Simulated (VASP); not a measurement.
Crystal: SrLi2SnS4.

```xyz
8
Lattice="-3.3295 3.3295 3.9590 3.3295 -3.3295 3.9590 3.3295 3.3295 -3.9590" Properties=species:S:1:pos:R:3 pbc="T T T"
Li    3.3295    0.0000    1.9795
Li    0.0000    3.3295    1.9795
Sr    0.0000    0.0000    3.9590
Sn    0.0000    0.0000    0.0000
S     1.3757    1.3757   -1.3567
S    -1.9538    1.9538    5.3157
S     1.9538    1.9538    2.6023
S     1.9538   -1.9538    5.3157
```

```yaml
Program: VASP 6.6.1
Task: relaxation of cell and atoms
Functional: LDA
Potentials_or_basis: VASP PAW LDA potentials, release 64 (Li_sv, Sr_sv, Sn_d, S)
Cutoff: 600 eV
k_mesh: 6 × 6 × 6
Occupations: fermi-dirac, width 0.02 eV
Spin: no spin polarisation
```

At the start: pressure -1.5 GPa; volume 21.94 Å³/atom.

How do energy, volume and symmetry change on relaxing?

Over 12 steps the energy falls by 9.2 meV/atom and the volume is 20.84 Å³/atom (-5.0 %); space group I-42m (No. 121, to 0.1 Å) before and after.

Step by step:
```tsv
step	energy change (eV)	largest force (eV/Å)	pressure (GPa)	volume (Å³)
1	0.0000	0.2968	-1.53	175.55
2	-0.0466	0.3305	-0.17	170.28
3	-0.0527	0.3470	0.61	167.61
4	-0.0702	0.0194	0.05	167.17
5	-0.0702	0.0185	0.02	167.15
6	-0.0714	0.0240	-0.03	167.22
7	-0.0725	0.0369	-0.16	167.38
8	-0.0730	0.0447	0.11	166.63
9	-0.0731	0.0403	0.05	166.77
10	-0.0735	0.0201	0.05	166.68
11	-0.0737	0.0128	0.03	166.60
12	-0.0737	0.0072	-0.01	166.76
```

Final structure:
```xyz
8
Lattice="-3.2875 3.2875 3.8575 3.2875 -3.2875 3.8575 3.2875 3.2875 -3.8575" Properties=species:S:1:pos:R:3 pbc="T T T"
Li    3.2875    0.0000    1.9287
Li    0.0000    3.2875    1.9287
Sr    0.0000    0.0000    3.8575
Sn    0.0000    0.0000    0.0000
S     1.3795    1.3795   -1.3670
S    -1.9080    1.9080    5.2245
S     1.9080    1.9080    2.4904
S     1.9080   -1.9080    5.2245
```

Caveat: the cutoff is under 1.25 times the usual one of these potentials, so pressure, stress and relaxed cells hold a basis-set (Pulay) error.
